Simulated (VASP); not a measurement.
A run of VASP 6.6.1 is set up as follows.

File POSCAR:

```
CdS
1.0
    0.0000000000      2.7532440000      2.7532440000
    2.7532440000      0.0000000000      2.7532440000
    2.7532440000      2.7532440000      0.0000000000
Cd S
1 1
Direct
    0.0000000000      0.0000000000      0.0000000000
    0.5000000000      0.5000000000      0.5000000000
```

File INCAR.step1:

```
ALGO = Normal ; EDIFF = 1E-4
ENCUT = 600 ; GGA = PE
ISMEAR = 0 ; LASPH = T
LCHARG = F ; LREAL = F
LWAVE = T ; NELM = 100
PREC = Accurate ; SIGMA = 0.01
```

INCAR.step2

```
ALGO = Normal ; EDIFF = 1E-6
EDIFFG = -0.01 ; ENCUT = 600
IBRION = 2 ; ISIF = 3
ISMEAR = 0 ; ISTART = 1
LASPH = T ; LCHARG = F
LMIXTAU = T ; LREAL = F
LWAVE = F ; METAGGA = R2SCAN
NELM = 100 ; NSW = 80
PREC = Accurate ; SIGMA = 0.01
```

File KPOINTS:

```
k-points
0
Gamma
  5 5 5
```

Potentials or basis: VASP PAW PBE potentials, release 64 (Cd, S).

Launch:

```sh
$ cat potpaw_PBE.64/Cd/POTCAR potpaw_PBE.64/S/POTCAR > POTCAR
$ cp INCAR.step1 INCAR
$ mpirun -np 1 vasp_std > vasp.out
$ cp INCAR.step2 INCAR
$ mpirun -np 1 vasp_std > vasp.out
```

**Question.** What does it give for the relaxed volume?

**Answer.** 20.41 Å³/atom.

**Question.** Estimate the band gap on the k mesh.

**Answer.** 1.23 eV, indirect (least direct gap 2.30 eV).

**Question.** What does it give for the relaxed cell?

**Answer.** a = 3.865 Å, b = 3.865 Å, c = 3.865 Å, α = 60.00°, β = 60.00°, γ = 60.00°.

Final structure:
```
Cd S
1.0
     0.00000    2.73264    2.73264
     2.73264    0.00000    2.73264
     2.73264    2.73264    0.00000
Cd S
1 1
Direct
  0.00000 0.00000 0.00000
  0.50000 0.50000 0.50000
```

Caveat: the PAW data sets were made with another functional, which shifts forces and pressure a little. A k mesh can miss the band edges.
